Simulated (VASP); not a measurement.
# AlGaN2 (kn) (Cm) in VASP: single point with PBEsol

Aim: the single point of AlGaN2 (kn) with PBEsol.

All numbers are computed with VASP 6.6.1; they aren't measurements. Logs are shortened: lines on timing, memory, paths and dates and some standing lists are left out, and cuts for length are marked.

## Step 1: The cell of the first run

It takes space group Cm (No. 8, monoclinic). Conventional cell: a = 10.410 Å, b = 3.141 Å, c = 5.429 Å, α = 90.00°, β = 100.13°, γ = 90.00°. Within 2.5 Å of Al (site symmetry m) lie 4 N at 1.89 to 1.90 Å. Al (site symmetry m) has 4 N at 1.89 to 1.90 Å within 2.5 Å. Within 2.6 Å of Ga (site symmetry m) lie 4 N at 1.94 to 1.96 Å. Ga (site symmetry m) has 4 N at 1.95 Å within 2.6 Å. Within 2.5 Å of N (site symmetry m) lie 1 Al at 1.89 Å and 3 Ga at 1.94 to 1.95 Å. N (site symmetry m) has 2 Al at 1.89 Å and 2 Ga at 1.95 Å within 2.5 Å. N (site symmetry m) has 3 Al at 1.89 to 1.90 Å and 1 Ga at 1.96 Å within 2.5 Å. N (site symmetry m) has 2 Al at 1.90 Å and 2 Ga at 1.95 Å within 2.5 Å.

## Step 2: Single point, PBEsol

INCAR

```
SYSTEM = AlGaN2
PREC = Accurate
ENCUT = 600
EDIFF = 1E-6
ISMEAR = 0
SIGMA = 0.02
LREAL = .FALSE.
LASPH = .TRUE.
NELM = 120
ALGO = Normal
ISIF = 2
LWAVE = .FALSE.
LCHARG = .FALSE.
GGA = PS
NBANDS = 36
GGA_COMPAT = .FALSE.
```

KPOINTS

```
Automatic mesh
0
G
  6 6 4
  0 0 0
```

POSCAR

```
AlGaN2
1.0
    0.0000000000     -2.2207358565     -2.2207358565
    2.2156023880      4.4407443268     -2.2200084703
    4.4290404296     -2.2195313260      2.2195313260
Al Ga N
2 2 4
Direct
    0.7509606627      0.5019213254      0.2520911359
    0.4990326214     -0.0019347572      0.4987877696
    0.2490382416      0.4980764832      0.7471930222
    0.0010003039      0.0020006078      0.0022568430
    0.8108577943      0.6217155886      0.9434094407
    0.5665267337      0.1330534673      0.1968965045
    0.3141681805      0.6283363611      0.4302087295
    0.0584154619      0.1168309239      0.6791565547
```

Potentials or basis: VASP PAW PBE potentials, release 64 (Al, Ga_d, N).

The run is started by

```
> cat potpaw_PBE.64/Al/POTCAR potpaw_PBE.64/Ga_d/POTCAR potpaw_PBE.64/N/POTCAR > POTCAR
> mpirun -np 1 vasp_std > vasp.out
```

OUTCAR:

```text
SYSTEM = AlGaN2
   PREC = Accurate
   ENCUT = 600
   EDIFF = 1E-6
   ISMEAR = 0
   LREAL = .FALSE.
   LASPH = .TRUE.
   NELM = 120
   ISIF = 2
   GGA = PS

 ion  position               nearest neighbor table
   1  0.751  0.502  0.252-   5 1.89   6 1.89   7 1.90   7 1.90   3 3.12   3 3.12   2 3.12   2 3.12
                             4 3.14   4 3.14   4 3.14   2 3.15
   2  0.499  0.998  0.499-   6 1.89   7 1.89   8 1.90   8 1.90   1 3.12   1 3.12   4 3.12   4 3.12
                             3 3.13   3 3.13   3 3.13   1 3.15
   3  0.249  0.498  0.747-   5 1.94   5 1.94   8 1.95   7 1.96   1 3.12   1 3.12   2 3.13   2 3.13
                             2 3.13
   4  0.001  0.002  0.002-   6 1.95   6 1.95   5 1.95   8 1.95   2 3.12   2 3.12   1 3.14   1 3.14
                             1 3.14
   5  0.811  0.622  0.943-   1 1.89   3 1.94   3 1.94   4 1.95
   6  0.567  0.133  0.197-   1 1.89   2 1.89   4 1.95   4 1.95
   7  0.314  0.628  0.430-   2 1.89   1 1.90   1 1.90   3 1.96
   8  0.058  0.117  0.679-   2 1.90   2 1.90   4 1.95   3 1.95

  LATTYP: Found a base centered monoclinic cell.
 ALAT       =    10.4099390687
 B/A-ratio  =     0.3016919452
 C/A-ratio  =     0.5214765576
 COS(beta)  =    -0.1759224877

  Lattice vectors:

 A1 = (   2.2156023880,   2.2200084703,  -4.4407443268)
 A2 = (   2.2156023880,   4.4407443268,  -2.2200084703)
 A3 = (   4.4290404296,  -2.2195313260,   2.2195313260)

Analysis of symmetry for initial positions (statically):
=====================================================================
 Subroutine PRICEL returns:
 Original cell was already a primitive cell.

 Routine SETGRP: Setting up the symmetry group for a
 base centered monoclinic supercell.

 Subroutine GETGRP returns: Found  2 space group operations
 (whereof  2 operations were pure point group operations)
 out of a pool of  4 trial point group operations.

The static configuration has the point symmetry C_1h.

Analysis of symmetry for dynamics (positions and initial velocities):
=====================================================================
 Subroutine PRICEL returns:
 Original cell was already a primitive cell.

 Routine SETGRP: Setting up the symmetry group for a
 base centered monoclinic supercell.

 Subroutine GETGRP returns: Found  2 space group operations
 (whereof  2 operations were pure point group operations)
 out of a pool of  4 trial point group operations.

The dynamic configuration has the point symmetry C_1h.

 Subroutine INISYM returns: Found  2 space group operations
 (whereof  2 operations are pure point group operations),
 and found     1 'primitive' translations

----------------------------------------------------------------------------------------

                                     Primitive cell

  volume of cell :      87.3547

  direct lattice vectors                    reciprocal lattice vectors
     0.000000000 -2.220735857 -2.220735857     0.056425021 -0.168852967 -0.281448224
     2.215602388  4.440744327 -2.220008470     0.112850043  0.112595257 -0.112595257
     4.429040430 -2.219531326  2.219531326     0.169329946 -0.056325140  0.056325140

  length of vectors
     3.140594767  5.436684810  5.428539190     0.333028843  0.195167918  0.187130097

  position of ions in fractional coordinates (direct lattice)
     0.750960663  0.501921325  0.252091136
     0.499032621  0.998065243  0.498787770
     0.249038242  0.498076483  0.747193022
     0.001000304  0.002000608  0.002256843
     0.810857794  0.621715589  0.943409441
     0.566526734  0.133053467  0.196896505
     0.314168180  0.628336361  0.430208730
     0.058415462  0.116830924  0.679156555

  ion indices of the primitive-cell ions
   primitive index   ion index
                 1           1
                 2           2
                 3           3
                 4           4
                 5           5
                 6           6
                 7           7
                 8           8

----------------------------------------------------------------------------------------

 KPOINTS: Automatic mesh

Automatic generation of k-mesh.
 Grid dimensions read from file:
 generate k-points for:    6    6    4

 Generating k-lattice:

  Cartesian coordinates                     Fractional coordinates (reciprocal lattice)
     0.009404170 -0.028142161 -0.046908037     0.166666667  0.000000000 -0.000000000
     0.018808340  0.018765876 -0.018765876     0.000000000  0.166666667  0.000000000
     0.042332486 -0.014081285  0.014081285     0.000000000 -0.000000000  0.250000000

  Length of vectors
     0.055504807  0.032527986  0.046782524

  Shift w.r.t. Gamma in fractional coordinates (k-lattice)
     0.000000000  0.000000000  0.000000000

 Subroutine IBZKPT returns following result:
 ===========================================

 Found     47 irreducible k-points:

 Following reciprocal coordinates:
            Coordinates               Weight
  0.000000  0.000000  0.000000      1.000000
  0.166667 -0.000000  0.000000      4.000000
  0.333333  0.000000  0.000000      4.000000
  0.500000  0.000000  0.000000      2.000000
  0.000000  0.166667 -0.000000      2.000000
  0.166667  0.166667  0.000000      4.000000
[... 16 lines left out ...]
  0.500000  0.166667  0.250000      4.000000
 -0.333333  0.166667  0.250000      4.000000
 [... further k-points ...]
   k-points           NKPTS =     47   k-points in BZ     NKDIM =     47   number of bands    NBANDS=     36
   number of dos      NEDOS =    301   number of ions     NIONS =      8
   total plane-waves  NPLWV =  64512
   dimension x,y,z NGX =    28 NGY =   48 NGZ =   48
   dimension x,y,z NGXF=    56 NGYF=   96 NGZF=   96
   ions per type =               2   2   4
   NGX,Y,Z   is equivalent  to a cutoff of  14.82, 14.68, 14.70 a.u.
   NGXF,Y,Z  is equivalent  to a cutoff of  29.64, 29.36, 29.40 a.u.
 SYSTEM =  AlGaN2
   PREC   = accura    normal or accurate (medium, high low for compatibility)
   ISTART =      0    job   : 0-new  1-cont  2-samecut
   ICHARG =      2    charge: 1-file 2-atom 10-const
   ISPIN  =      1    spin polarized calculation?
   LNONCOLLINEAR =      F non collinear calculations
   LSORBIT =      F    spin-orbit coupling
   LASPH  =      T    aspherical Exc in radial PAW
   ENCUT  =  600.0 eV  44.10 Ry    6.64 a.u.   6.27 10.86 10.84*2*pi/ulx,y,z
   NELM   =    120;   NELMIN=  2; NELMDL= -5     # of ELM steps
   EDIFF  = 0.1E-05   stopping-criterion for ELM
   LREAL  =      F    real-space projection
   EDIFFG = 0.1E-04   stopping-criterion for IOM
   NSW    =      0    number of steps for IOM
   IBRION =     -1    ionic relax: 0-MD 1-quasi-New 2-CG
   NFREE  =      0    steps in history (QN), initial steepest desc. (CG)
   ISIF   =      2    stress and relaxation
   ISYM   =      2    0-nonsym 1-usesym 2-fastsym
   POTIM  = 0.5000    time-step for ionic-motion
   TEBEG  =    0.0;   TEEND  =   0.0 temperature during run
   PSTRESS=    0.0 pullay stress
   NELECT =      52.0000    total number of electrons
   NUPDOWN=      -1.0000    fix difference up-down
   EMIN   =  10.00;   EMAX   =-10.00  energy-range for DOS
   EFERMI =   0.00;   METHOD = LEGACY
   ISMEAR =     0;   SIGMA  =   0.02  broadening in eV -4-tet -1-fermi 0-gaus
   EFERMI_NEDOS =   21; number of points for ismear=-14 and -15
   IALGO  =     38    algorithm
   IMIX   =      4    mixing-type and parameters
     AMIX     =   0.40;   BMIX     =  1.00
     AMIX_MAG =   1.60;   BMIX_MAG =  1.00
  volume/ion in A,a.u.               =      10.92        73.69
  Fermi-wavevector in a.u.,A,eV,Ry     =   1.377148  2.602431 25.803929  1.896535
  Thomas-Fermi vector in A             =   2.502327
   LORBIT       =      0    0 simple, 1 ext, 2 COOP (PROOUT), +10 PAW based schemes
   GGA     = PS    functional components
   LHFCALC =     F    Hartree Fock is set to
   AEXX    =    0.0000 exact exchange contribution
   IVDW    =     0    specifies the selected vdW correction
   LEPSILON=     F    determine dielectric tensor
   LRPA    =     F    only Hartree local field effects (RPA)
 non-spin polarized calculation
 Gauss-broadening in eV      SIGMA  =   0.02
  energy-cutoff  :      600.00
  volume of cell :       87.35
 maximum number of plane-waves:      2931
 NGX is ok and might be reduce to    28
   NGX = 13   NGY = 21   NGZ = 21

 number of electron      52.0000006 magnetization

 Free energy of the ion-electron system (eV)
  ---------------------------------------------------
  ext. energy  EPLUGINS =         0.00000000
  ---------------------------------------------------
  free energy    TOTEN  =       -57.46328304 eV

  energy without entropy =      -57.46328304  energy(sigma->0) =      -57.46328304

 E-fermi :   5.6432     XC(G=0): -11.5423

 val. band max:        5.5403113096   @ k =   0.0000   0.0000   0.0000
 cond. band min:       8.3274621054   @ k =   0.0000   0.0000   0.0000
 fundamental gap:      2.7871507958
 Fermi energy:         5.6431791033

 k-point     1 :       0.0000    0.0000    0.0000
  band No.  band energies     occupation
      1      -9.9645      2.00000
      2      -8.8807      2.00000
      3      -8.5746      2.00000
      4      -8.3400      2.00000
      5      -7.4839      2.00000
      6      -7.4568      2.00000
[... 28 lines left out ...]
     35      16.0266      0.00000
     36      16.4203      0.00000

 k-point     2 :       0.1667   -0.0000    0.0000
  band No.  band energies     occupation
      1      -9.7118      2.00000
      2      -8.8358      2.00000
      3      -8.5550      2.00000
      4      -8.2967      2.00000
      5      -7.4525      2.00000
      6      -7.4335      2.00000
[... 28 lines left out ...]
     35      15.7417      0.00000
     36      16.3936      0.00000

 k-point     3 :       0.3333    0.0000    0.0000
  band No.  band energies     occupation
      1      -9.1530      2.00000
      2      -8.7403      2.00000
      3      -8.5296      2.00000
      4      -8.2247      2.00000
      5      -7.4133      2.00000
      6      -7.3703      2.00000
[... 28 lines left out ...]
     35      15.8421      0.00000
     36      16.0404      0.00000

 k-point     4 :       0.5000    0.0000    0.0000
  band No.  band energies     occupation
      1      -8.9053      2.00000
      2      -8.6312      2.00000
      3      -8.5309      2.00000
      4      -8.1853      2.00000
      5      -7.4113      2.00000
      6      -7.3729      2.00000
[... 28 lines left out ...]
     35      15.7109      0.00000
     36      16.1347      0.00000

 k-point     5 :       0.0000    0.1667   -0.0000
  band No.  band energies     occupation
      1      -9.8749      2.00000
      2      -8.9093      2.00000
      3      -8.5987      2.00000
      4      -8.3521      2.00000
      5      -7.4684      2.00000
      6      -7.4556      2.00000
[... 655 lines left out ...]
 k-point    22 :       0.3333    0.1667    0.2500
  band No.  band energies     occupation
      1      -8.9943      2.00000
      2      -8.7370      2.00000
      3      -8.5382      2.00000
      4      -8.2374      2.00000
      5      -7.4142      2.00000
      6      -7.3709      2.00000
[... 28 lines left out ...]
     35      15.7069      0.00000
     36      16.1836      0.00000

 k-point    23 :       0.5000    0.1667    0.2500
  band No.  band energies     occupation
      1      -8.9088      2.00000
      2      -8.6303      2.00000
      3      -8.5136      2.00000
      4      -8.1651      2.00000
      5      -7.4102      2.00000
      6      -7.3832      2.00000
[... 28 lines left out ...]
     35      15.9817      0.00000
     36      16.4025      0.00000

 k-point    24 :      -0.3333    0.1667    0.2500
  band No.  band energies     occupation
      1      -9.1252      2.00000
      2      -8.7565      2.00000
      3      -8.5295      2.00000
      4      -8.1985      2.00000
      5      -7.4126      2.00000
      6      -7.3703      2.00000
[... 28 lines left out ...]
     35      16.1668      0.00000
     36      16.4956      0.00000

 [... further k-points ...]

------------------------ aborting loop because EDIFF is reached ----------------------------------------

  FORCE on cell =-STRESS in cart. coord.  units (eV):
  Direction    XX          YY          ZZ          XY          YZ          ZX
  --------------------------------------------------------------------------------------
  -------------------------------------------------------------------------------------
  Total       -0.1386048     -0.1188948     -0.1188948      0.0002986      0.0035302     -0.0002987
  in kB       -2.5421569     -2.1806558     -2.1806558      0.0054772      0.0647466     -0.0054778
  external PRESSURE =      -2.3011562 kB  Pullay stress =       0.0000000 kB

 VOLUME and BASIS-vectors are now :
 -----------------------------------------------------------------------------
  energy-cutoff  :      600.00
  volume of cell :       87.35
      direct lattice vectors                 reciprocal lattice vectors
     0.000000000 -2.220735857 -2.220735857     0.056425021 -0.168852967 -0.281448224
     2.215602388  4.440744327 -2.220008470     0.112850043  0.112595257 -0.112595257
     4.429040430 -2.219531326  2.219531326     0.169329946 -0.056325140  0.056325140

 POSITION                                       TOTAL-FORCE (eV/Angst)
 -----------------------------------------------------------------------------------
      2.22858      0.00169     -2.22243         0.001079     -0.000325      0.000325
      4.42047      2.21686     -2.21686         0.000140      0.000332     -0.000332
      4.41289      0.00036     -0.00036         0.004014     -0.000708      0.000708
      0.01443      0.00165     -0.00165         0.000877     -0.001214      0.001214
      5.55587     -1.13375     -1.08699        -0.009574      0.008394     -0.008394
      1.16686     -1.10427     -1.11647        -0.013485      0.000029     -0.000029
      3.29756      1.13773     -1.13773         0.004159     -0.006271      0.006271
      3.26686     -1.11832      1.11832         0.012790     -0.000237      0.000237
 -----------------------------------------------------------------------------------
    total drift:                               -0.000084      0.000373     -0.000368

  FREE ENERGIE OF THE ION-ELECTRON SYSTEM (eV)
  ---------------------------------------------------
  free  energy   TOTEN  =       -57.4632830419 eV

  energy  without entropy=      -57.4632830419  energy(sigma->0) =      -57.46328304
```

Wall time 5.6 min (1 thread of Intel Xeon 8259CL, shared host); peak memory 0.34 GiB.

What came out:

```yaml
Free_energy: -57.4633 eV
Pressure: -0.2 GPa
Largest_force: 0.015 eV/Å
Band_gap_on_the_k_mesh: 2.79 eV, direct
```

Forces on the atoms (eV/Å):
```
Al   0.001  0.000  0.000
Al   0.000  0.000  0.000
Ga   0.004 -0.001  0.001
Ga   0.001 -0.001  0.001
N   -0.010  0.008 -0.008
N   -0.013  0.000  0.000
N    0.004 -0.006  0.006
N    0.013  0.000  0.000
```

Levels at points of the mesh, in eV from the valence-band top:
| k point | band 22 | band 23 | band 24 | band 25 | band 26 | band 27 | band 28 | band 29 | band 30 | band 31 |
| --- | --- | --- | --- | --- | --- | --- | --- | --- | --- | --- |
| (0.00, 0.00, 0.00) | -0.76 | -0.74 | -0.10 | -0.04 | 0.00 | 2.79 | 5.48 | 5.59 | 5.76 | 8.78 |
| (0.50, 0.00, 0.00) | -2.45 | -2.32 | -2.24 | -1.35 | -1.22 | 5.61 | 5.74 | 6.37 | 6.72 | 7.78 |
| (0.00, 0.50, 0.00) | -0.78 | -0.49 | -0.42 | -0.41 | -0.29 | 3.31 | 4.80 | 4.97 | 6.15 | 7.50 |
| (0.00, 0.00, 0.50) | -1.33 | -0.97 | -0.91 | -0.55 | -0.53 | 5.02 | 5.34 | 6.23 | 6.53 | 7.84 |
| (0.50, 0.00, 0.50) | -2.29 | -1.61 | -1.60 | -0.77 | -0.73 | 3.19 | 5.30 | 5.45 | 5.84 | 6.97 |
| (0.00, 0.50, 0.50) | -1.64 | -1.49 | -1.38 | -0.62 | -0.26 | 5.10 | 5.21 | 5.69 | 6.30 | 7.94 |

Caveat: the PAW data sets were made with another functional, which shifts forces and pressure a little.
